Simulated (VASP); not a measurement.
CdO:

```xyz
2
Lattice="0.0000 2.3482 2.3482 2.3482 0.0000 2.3482 2.3482 2.3482 0.0000" Properties=species:S:1:pos:R:3 pbc="T T T"
Cd    0.0000    0.0000    0.0000
O     2.3482    2.3482    2.3482
```

Base run:

| Property | Result |
| --- | --- |
| Program | VASP 6.6.1 |
| Functional | PBE-based global hybrid with 30 % exact exchange |
| Potentials or basis | VASP PAW PBE potentials, release 64 (Cd, O) |
| Cutoff | 520 eV |
| k mesh | 6 × 6 × 6 |
| Occupations | gaussian, width 0.05 eV |
| Spin | no spin polarisation |

Its results: band gap on the k mesh 2.02 eV (least direct gap 3.38 eV); pressure 1.3 GPa.

The run is repeated on the same cell with these changes: functional from PBE-based global hybrid with 30 % exact exchange to PBE0; share of exact exchange from 0.3 to 0.25. What comes out?

Band gap on the k mesh 1.59 eV (least direct gap 2.94 eV); pressure 2.3 GPa.

Caveats: the PAW data sets were made with another functional, which shifts forces and pressure a little.

A k mesh can miss the band edges.
